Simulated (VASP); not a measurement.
# Al7Si9C9N7 (P1) in VASP: further runs, part 2 of 2

VASP 6.6.1. Earlier steps stand in the parts before.

## 3. Single point, PBEsol

This run uses another cell than the first one, of 10.39 Å³/atom.

INCAR

```
SYSTEM = Al7Si9C9N7
PREC = Accurate
ENCUT = 700
EDIFF = 1E-6
ISMEAR = -1
SIGMA = 0.05
LREAL = Auto
LASPH = .TRUE.
NELM = 120
ALGO = Normal
ISIF = 2
LWAVE = .FALSE.
LCHARG = .TRUE.
GGA = PS
LELF = .TRUE.
LVHAR = .TRUE.
NBANDS = 246
ISYM = -1
GGA_COMPAT = .FALSE.
```

KPOINTS

```
explicit points
1
Reciprocal
  0.25000000   0.25000000   0.25000000 1
```

POSCAR

```
Al7Si9C9N7
1.0
    9.2779460000      0.0000000000      0.0000000000
    0.0000000000     10.7132490000      0.0000000000
    0.0000000000      0.0000000000     10.0387830000
Si Al N C
27 21 21 27
Direct
    0.1634710000      0.0832760000      0.2456470000
    0.9963270000      0.3315450000      0.2463720000
    0.1658520000      0.5839510000      0.2432370000
    0.0006970000      0.8344820000      0.2483940000
    0.9967350000      0.8324880000      0.7484300000
    0.8345440000      0.0841880000      0.2506920000
    0.8337550000      0.0826740000      0.7467770000
    0.6642610000      0.3314960000      0.7493670000
    0.5014350000      0.5827290000      0.7474410000
    0.3332870000      0.8381220000      0.7520290000
    0.8352100000      0.5828210000      0.2503080000
    0.8341920000      0.5844530000      0.7488320000
    0.0000240000      0.1678920000      0.9992770000
    0.3321710000      0.1667610000      0.4970930000
    0.6664230000      0.1627730000      0.4997100000
    0.4994230000      0.4159610000      0.4977770000
    0.3340430000      0.6654240000      0.5004230000
    0.3358560000      0.6658070000      0.9993070000
    0.1686780000      0.9163890000      0.4982640000
    0.1659060000      0.9151530000      0.9997680000
    0.8307380000      0.4175970000      0.5001290000
    0.8321410000      0.4175730000      0.0031030000
    0.6662710000      0.6655120000      0.4976420000
    0.6674300000      0.6679570000      0.9970970000
    0.5006620000      0.9178880000      0.0009390000
    0.8338950000      0.9168750000      0.4987350000
    0.8350030000      0.9178620000      0.9961230000
    0.1643830000      0.0842980000      0.7495200000
    0.0021250000      0.3352190000      0.7489490000
    0.5014910000      0.0833700000      0.2467450000
    0.5019660000      0.0858910000      0.7487080000
    0.3311500000      0.3312090000      0.2521270000
    0.3360910000      0.3307790000      0.7510560000
    0.1664750000      0.5851410000      0.7502120000
    0.6670930000      0.3345510000      0.2476630000
    0.4995490000      0.5837940000      0.2509310000
    0.3324510000      0.8330300000      0.2497930000
    0.6686620000      0.8353940000      0.2523420000
    0.6642150000      0.8334690000      0.7480370000
    0.9979290000      0.1686180000      0.5002280000
    0.3307320000      0.1679760000      0.0034210000
    0.1665700000      0.4200160000      0.5019390000
    0.1667530000      0.4184970000      0.9956910000
    0.0008220000      0.6666810000      0.4992060000
    0.9976560000      0.6721370000      0.9997100000
    0.6662790000      0.1645990000      0.0010140000
    0.5015610000      0.4180460000      0.0011980000
    0.4985470000      0.9184850000      0.4985580000
    0.9994890000      0.1676930000      0.1914730000
    0.0003460000      0.1696970000      0.6886270000
    0.0034620000      0.6658930000      0.1879200000
    0.4964530000      0.4176600000      0.6852290000
    0.1669750000      0.9154040000      0.1923670000
    0.8328040000      0.4154940000      0.1906260000
    0.8292030000      0.4178700000      0.6887400000
    0.6703580000      0.6659640000      0.1897870000
    0.4935790000      0.9106170000      0.1909820000
    0.4988830000      0.9161150000      0.6902410000
    0.8337580000      0.9137550000      0.1869610000
    0.1712430000      0.0826340000      0.9392730000
    0.4997590000      0.0834960000      0.4410760000
    0.3331090000      0.3335550000      0.9382000000
    0.1675070000      0.5833740000      0.4374360000
    0.1673090000      0.5809560000      0.9394560000
    0.0021280000      0.8336100000      0.4380150000
    0.4996280000      0.5842780000      0.4416730000
    0.3352420000      0.8348250000      0.4395360000
    0.8322920000      0.5829030000      0.4321250000
    0.6653450000      0.8315820000      0.4404540000
    0.3360460000      0.1643490000      0.1910810000
    0.3341520000      0.1675340000      0.6914430000
    0.1674990000      0.4160910000      0.1900260000
    0.1658480000      0.4186510000      0.6848580000
    0.9978190000      0.6684910000      0.6873100000
    0.6712670000      0.1667420000      0.1867130000
    0.6731480000      0.1673210000      0.6892680000
    0.4993530000      0.4181540000      0.1891830000
    0.3335500000      0.6705050000      0.1894740000
    0.3314780000      0.6653230000      0.6870180000
    0.1635900000      0.9125220000      0.6869130000
    0.6718970000      0.6620290000      0.6892130000
    0.8338080000      0.9193430000      0.6904630000
    0.1689940000      0.0839300000      0.4405800000
    0.0013460000      0.3341200000      0.4381520000
    0.0014750000      0.3371930000      0.9381480000
    0.4987790000      0.0840090000      0.9358670000
    0.3360280000      0.3345740000      0.4355450000
    0.9999370000      0.8336740000      0.9388040000
    0.8350250000      0.0816900000      0.4369240000
    0.8340790000      0.0850260000      0.9399830000
    0.6664160000      0.3351910000      0.4406410000
    0.6694280000      0.3349680000      0.9385300000
    0.5015950000      0.5830720000      0.9391890000
    0.3370150000      0.8344890000      0.9390950000
    0.8358590000      0.5853780000      0.9395180000
    0.6641450000      0.8326390000      0.9378050000
```

Potentials or basis: VASP PAW PBE potentials, release 64 (Si, Al, N, C).

Started as:

```bash
$ cat potpaw_PBE.64/Si/POTCAR potpaw_PBE.64/Al/POTCAR potpaw_PBE.64/N/POTCAR potpaw_PBE.64/C/POTCAR > POTCAR
$ mpirun -np 1 vasp_std > vasp.out
```

Wall time 12 min (1 thread of AMD EPYC 9R45 (Zen 5), shared host); peak memory 1.4 GiB.

It converged, with:

| Property | Result |
| --- | --- |
| Free energy | -727.9391 eV |
| Pressure | 2.5 GPa |
| Largest force | 4.869 eV/Å |
| Band gap on the k mesh | 0.64 eV |

Forces on the atoms (eV/Å):
```
Si   3.495  2.246  1.523
Si   2.138  2.033  1.648
Si   2.615 -2.463  0.565
Si   0.080  0.029 -0.317
Si   0.312 -0.565 -0.159
Si  -2.675  1.825 -0.456
Si   1.299  1.664  0.787
Si   0.345  0.255  1.524
Si  -0.638 -0.118  0.985
Si   0.631 -0.513 -1.136
Si  -1.194 -1.196 -1.659
Si   1.266 -0.431  0.764
Si  -0.148  0.992 -2.012
Si   0.698  2.017  2.461
Si  -0.355  1.254  0.391
Si  -1.294 -2.247 -0.357
Si  -1.202  0.014  0.975
Si  -0.920 -1.009 -0.234
Si   0.587  1.731  1.926
Si   0.478  0.987 -1.715
Si   1.081 -2.986  0.424
Si  -0.071 -1.031 -2.303
Si  -0.369  0.019  2.220
Si  -0.255 -0.619 -0.905
Si   0.405  2.562 -0.646
Si   0.016  1.394  2.143
Si  -0.984  0.509 -1.598
Al   0.577  1.045 -0.665
Al   0.786 -0.053 -0.636
Al   0.347  0.143 -0.248
Al  -0.978 -0.475  0.603
Al   1.569  0.595 -1.071
Al  -2.183  0.670  0.533
Al  -0.797 -2.102  0.524
Al  -2.142 -0.314 -0.209
Al  -0.368 -2.225 -1.352
Al   0.775  0.145  0.099
Al  -1.854 -0.068 -1.479
Al  -0.540  0.333  0.100
Al   0.915  0.408  1.859
Al   1.758  1.208 -1.174
Al   0.895 -1.424  0.164
Al   1.985 -0.559 -0.195
Al   1.030 -0.868  1.308
Al   1.938 -2.248 -1.562
Al  -1.253  0.764 -0.813
Al  -1.267 -1.862  0.594
Al  -0.217  0.984  1.975
N   -0.132 -1.719 -1.007
N   -2.232 -1.756  0.758
N   -1.668  1.263  2.960
N    2.886  1.493 -0.597
N   -3.416  0.452 -0.820
N    1.949  2.555 -0.324
N   -1.298  1.406 -1.335
N    2.838  0.087  0.647
N    1.926  0.037 -0.326
N   -1.189 -1.309 -1.216
N    2.942  0.220  0.729
N   -3.145 -1.562  2.161
N    0.749  0.110  0.193
N    0.118  0.258  0.058
N    1.227  3.189 -2.313
N    1.298  3.168  1.271
N   -0.598  0.660 -2.822
N    0.716  1.503  1.033
N   -1.730 -1.625  0.122
N   -1.430  0.733 -1.079
N    1.793 -1.545 -0.186
C   -4.227 -2.310  0.713
C   -0.076 -1.420 -3.136
C   -3.910  1.696  0.587
C    0.164  0.638  1.413
C   -2.135  0.780  0.506
C    3.012 -2.094  2.370
C    0.988  0.845 -1.983
C    0.712  0.778  0.767
C   -2.556 -0.773 -0.639
C    3.058  2.025 -1.300
C    0.179 -1.367 -0.861
C   -0.988 -1.258 -2.754
C    0.983  0.030 -2.259
C    0.068 -2.975 -2.303
C   -3.350  1.790 -2.106
C   -2.437 -2.161  2.534
C   -0.218 -3.125  1.932
C    1.596 -0.470  2.744
C    0.557  2.801  0.830
C   -1.701 -2.697 -1.172
C    2.894 -1.973 -0.328
C    0.525  0.748  2.028
C    1.515  1.028 -1.928
C   -0.234  2.757 -1.435
C   -1.361 -0.241  0.796
C   -1.866 -1.061  0.520
C    0.886 -0.060  3.361
```

Stress tensor (GPa, compression positive):
```
 2.63  0.11  0.12
 0.11  2.20 -0.35
 0.12 -0.35  2.69
```

Levels at points of the mesh, in eV from the valence-band top:
```tsv
k point	band 190	band 191	band 192	band 193	band 194	band 195
(0.25, 0.25, 0.25)	-0.44	-0.11	0.00	0.64	0.91	1.08
```

Caveat: semilocal functionals underestimate gaps, and a narrow one can read as zero; the PAW data sets were made with another functional, which shifts forces and pressure a little; a shifted mesh leaves out Γ, where band edges can lie. A k mesh can miss the band edges.

## 4. Single point, PBEsol

INCAR: that of step 3 with these lines changed.

```diff
@@ -12,8 +12,6 @@
 LWAVE = .FALSE.
-LCHARG = .TRUE.
+LCHARG = .FALSE.
 GGA = PS
-LELF = .TRUE.
-LVHAR = .TRUE.
+ISYM = -1
 NBANDS = 246
-ISYM = -1
 GGA_COMPAT = .FALSE.
```

KPOINTS is that of step 3.

POSCAR

```
Al7Si9C9N7
1.0
    9.3351782598      0.0000000000      0.0000000000
    0.0000000000     10.7284721445      0.0000000000
    0.0000000000      0.0000000000     10.0565783441
Si Al N C
27 21 21 27
Direct
    0.1676850000      0.0881720000      0.2529110000
    0.9988810000      0.3403300000      0.2500190000
    0.1730520000      0.5815920000      0.2507590000
    0.9999180000      0.8363640000      0.2472990000
    0.9972330000      0.8312810000      0.7505530000
    0.8326810000      0.0863680000      0.2512810000
    0.8354640000      0.0853370000      0.7494650000
    0.6687110000      0.3348310000      0.7472270000
    0.5024830000      0.5850070000      0.7490460000
    0.3358890000      0.8326210000      0.7495830000
    0.8319910000      0.5811280000      0.2459650000
    0.8328220000      0.5830850000      0.7503330000
    0.9965350000      0.1655790000      0.9976050000
    0.3371770000      0.1681740000      0.5050540000
    0.6668120000      0.1672730000      0.4993210000
    0.4992530000      0.4129580000      0.5023820000
    0.3342940000      0.6701970000      0.5012050000
    0.3313040000      0.6693060000      0.9995400000
    0.1688860000      0.9181330000      0.5036620000
    0.1626940000      0.9222540000      0.9951760000
    0.8294310000      0.4120830000      0.5004380000
    0.8316470000      0.4122660000      0.9934840000
    0.6657610000      0.6650400000      0.5019610000
    0.6677410000      0.6625220000      0.9967270000
    0.5012620000      0.9188440000      0.0044250000
    0.8337960000      0.9175460000      0.5022340000
    0.8367960000      0.9179330000      0.9954280000
    0.1644080000      0.0828910000      0.7479360000
    0.0005730000      0.3324080000      0.7523620000
    0.5009880000      0.0888380000      0.2438300000
    0.5004030000      0.0814780000      0.7540340000
    0.3346010000      0.3337120000      0.2503930000
    0.3289700000      0.3314190000      0.7466140000
    0.1666080000      0.5842810000      0.7512860000
    0.6638320000      0.3321050000      0.2489320000
    0.4959310000      0.5794510000      0.2430120000
    0.3306840000      0.8379950000      0.2457730000
    0.6701710000      0.8337630000      0.2395410000
    0.6660200000      0.8317580000      0.7554050000
    0.9983170000      0.1663490000      0.5042070000
    0.3345400000      0.1685980000      0.9972340000
    0.1676420000      0.4145040000      0.5033610000
    0.1722270000      0.4167970000      0.9956620000
    0.0029810000      0.6654310000      0.5008890000
    0.0053810000      0.6644810000      0.9947880000
    0.6674900000      0.1666900000      0.9959880000
    0.4980730000      0.4152680000      0.9975340000
    0.5007140000      0.9190550000      0.5037390000
    0.9991240000      0.1640650000      0.1901530000
    0.9916750000      0.1629760000      0.6927550000
    0.9943390000      0.6715790000      0.2056460000
    0.5107690000      0.4238390000      0.6853370000
    0.1511720000      0.9211220000      0.1860590000
    0.8407910000      0.4262190000      0.1851070000
    0.8265180000      0.4233610000      0.6811880000
    0.6813700000      0.6625550000      0.1866950000
    0.5011220000      0.9126730000      0.1905850000
    0.4954240000      0.9081190000      0.6891020000
    0.8479230000      0.9186510000      0.1885300000
    0.1551950000      0.0815030000      0.9462920000
    0.5037450000      0.0859740000      0.4435130000
    0.3340230000      0.3329490000      0.9341930000
    0.1782700000      0.5967530000      0.4310390000
    0.1769470000      0.5899850000      0.9433600000
    0.0001220000      0.8391590000      0.4277750000
    0.5006230000      0.5915620000      0.4435390000
    0.3273800000      0.8311800000      0.4398050000
    0.8216970000      0.5817730000      0.4285190000
    0.6765480000      0.8234510000      0.4371820000
    0.3199870000      0.1597540000      0.1896420000
    0.3339410000      0.1608870000      0.6837490000
    0.1542020000      0.4243140000      0.1944410000
    0.1618850000      0.4197580000      0.6917270000
    0.9887030000      0.6693900000      0.6915950000
    0.6818710000      0.1621330000      0.1902350000
    0.6766240000      0.1714980000      0.6836100000
    0.5024460000      0.4164860000      0.1867340000
    0.3222370000      0.6700030000      0.1848300000
    0.3436760000      0.6699810000      0.6824110000
    0.1657830000      0.9039250000      0.6851680000
    0.6690580000      0.6574340000      0.6822460000
    0.8383410000      0.9203100000      0.6842230000
    0.1739490000      0.0757650000      0.4359660000
    0.9870350000      0.3394790000      0.4319160000
    0.9944210000      0.3275780000      0.9499490000
    0.4996820000      0.0732670000      0.9450790000
    0.3430130000      0.3315310000      0.4471980000
    0.0020710000      0.8388930000      0.9413200000
    0.8254440000      0.0737700000      0.4335810000
    0.8433290000      0.0773300000      0.9360320000
    0.6656020000      0.3374880000      0.4485500000
    0.6728810000      0.3386790000      0.9265040000
    0.4972990000      0.5953280000      0.9338060000
    0.3302080000      0.8380060000      0.9420080000
    0.8303600000      0.5780900000      0.9386970000
    0.6698010000      0.8312130000      0.9587070000
```

Started as:

```bash
$ cat potpaw_PBE.64/Si/POTCAR potpaw_PBE.64/Al/POTCAR potpaw_PBE.64/N/POTCAR potpaw_PBE.64/C/POTCAR > POTCAR
$ mpirun -np 1 vasp_std > vasp.out
```

Wall time 12 min (1 thread of AMD EPYC 9R45 (Zen 5), shared host); peak memory 1.4 GiB.

The run converged. Its results:

```
Free energy            : -738.6279 eV
Pressure               : 0.0 GPa
Largest force          : 0.033 eV/Å
Band gap on the k mesh : 2.15 eV
```

Forces in eV/Å, atoms in the order of the input:
```
Si  -0.015 -0.009  0.006
Si  -0.008 -0.013 -0.006
Si  -0.007  0.000  0.009
Si   0.006 -0.007  0.003
Si   0.001  0.000  0.002
Si   0.012 -0.011  0.002
Si  -0.008 -0.002  0.012
Si  -0.001 -0.002 -0.003
Si  -0.007 -0.002  0.008
Si   0.000 -0.004  0.005
Si   0.012 -0.005  0.011
Si   0.007 -0.005  0.005
Si   0.004  0.007  0.006
Si  -0.006 -0.006 -0.015
Si   0.002 -0.001 -0.010
Si  -0.002  0.010 -0.007
Si  -0.006 -0.003 -0.009
Si   0.007  0.004  0.002
Si  -0.003 -0.007 -0.001
Si   0.003 -0.006  0.009
Si   0.005  0.010  0.000
Si   0.006  0.003  0.014
Si   0.010 -0.002 -0.001
Si   0.001 -0.001  0.008
Si   0.004 -0.014  0.016
Si  -0.003 -0.011 -0.007
Si  -0.005  0.001  0.006
Al  -0.009 -0.001  0.009
Al  -0.014 -0.007 -0.002
Al  -0.002 -0.009  0.004
Al   0.004 -0.006 -0.003
Al  -0.010  0.000  0.002
Al   0.009  0.002  0.001
Al   0.002  0.009  0.006
Al   0.017 -0.003  0.006
Al   0.006  0.024  0.012
Al  -0.008  0.015  0.011
Al   0.009  0.002 -0.002
Al  -0.002  0.005  0.005
Al   0.001 -0.001  0.002
Al  -0.010 -0.001 -0.009
Al  -0.001  0.006 -0.013
Al  -0.001  0.008  0.001
Al   0.002 -0.003 -0.011
Al  -0.001 -0.003  0.002
Al   0.002  0.003 -0.002
Al  -0.001  0.000 -0.008
Al  -0.002 -0.004 -0.013
N   -0.001 -0.002 -0.003
N    0.014  0.012 -0.003
N    0.007 -0.008 -0.015
N   -0.013 -0.003  0.014
N    0.023  0.005 -0.003
N   -0.015 -0.026 -0.012
N    0.013 -0.001  0.012
N   -0.026  0.014 -0.001
N   -0.005  0.012  0.006
N    0.022  0.007  0.009
N   -0.024  0.006 -0.010
N    0.018  0.017 -0.010
N   -0.005 -0.006 -0.021
N    0.008  0.002 -0.006
N   -0.021 -0.009  0.006
N   -0.008 -0.013 -0.010
N    0.001 -0.014  0.012
N   -0.003 -0.007 -0.024
N    0.011  0.014 -0.019
N    0.014  0.004  0.007
N   -0.006  0.012 -0.019
C    0.021  0.019 -0.012
C    0.006  0.000  0.017
C    0.017 -0.016 -0.021
C    0.005  0.000 -0.001
C    0.013 -0.006  0.003
C   -0.022  0.017 -0.018
C   -0.014 -0.012  0.012
C   -0.004 -0.009 -0.009
C    0.013  0.004 -0.002
C   -0.012 -0.009  0.019
C   -0.004  0.008  0.021
C    0.004  0.009  0.014
C   -0.007 -0.010  0.019
C   -0.009  0.015  0.000
C    0.020 -0.010  0.011
C    0.011  0.013 -0.005
C    0.001  0.024 -0.007
C   -0.022  0.000 -0.023
C   -0.003 -0.015  0.004
C    0.016  0.012  0.000
C   -0.016  0.008  0.002
C    0.000  0.000 -0.024
C   -0.020 -0.005  0.018
C   -0.004 -0.018  0.006
C    0.007 -0.004  0.002
C    0.007  0.001  0.011
C   -0.006  0.004 -0.005
```

Stress tensor (GPa, compression positive):
```
 0.06  0.41 -0.22
 0.41  0.05 -0.57
-0.22 -0.57  0.03
```

Levels at points of the mesh, in eV from the valence-band top:
```
           k point  band 189  band 190  band 191  band 192  band 193  band 194  band 195  band 196
(0.25, 0.25, 0.25)     -0.43     -0.33     -0.18      0.00      2.15      2.22      2.44      2.57
```

Caveat: the PAW data sets were made with another functional, which shifts forces and pressure a little; a shifted mesh leaves out Γ, where band edges can lie.

## 5. Summary

| level | cell | k mesh | cutoff (eV) | grid for exact exchange (PRECFOCK) | share of exact exchange | screening parameter | gap on the mesh (eV) | pressure (GPa) | largest force (eV/Å) |
| --- | --- | --- | --- | --- | --- | --- | --- | --- | --- |
| HSE06 | a = 9.335, b = 10.728, c = 10.057 Å, 96 atoms, atomic positions A | 1 × 1 × 1 | 520 | Fast | 0.25 | 0.2079 1/Å | 2.95 | -2.0 | 0.28 |
| PBEsol | a = 9.278, b = 10.713, c = 10.039 Å, 96 atoms, atomic positions B | 1 × 1 × 1, shifted | 700 | - | - | - | 0.64 | 2.5 | 4.87 |
| PBEsol | a = 9.335, b = 10.728, c = 10.057 Å, 96 atoms, atomic positions A | 1 × 1 × 1, shifted | 700 | - | - | - | 2.15 | 0.0 | 0.03 |

Alike in all rows: task single point; potentials or basis VASP PAW PBE potentials, release 64 (Si, Al, N, C); no spin polarisation; smearing fermi-dirac 0.05 eV.

Caveats: some runs use coarse meshes; the PAW data sets were made with another functional, which shifts forces and pressure a little; a shifted mesh leaves out Γ, where band edges can lie (at least some runs); semilocal functionals underestimate gaps, and a narrow one can read as zero (at least some runs).

Total energies depend on the potentials used, so only differences within one code and one set of settings carry meaning.
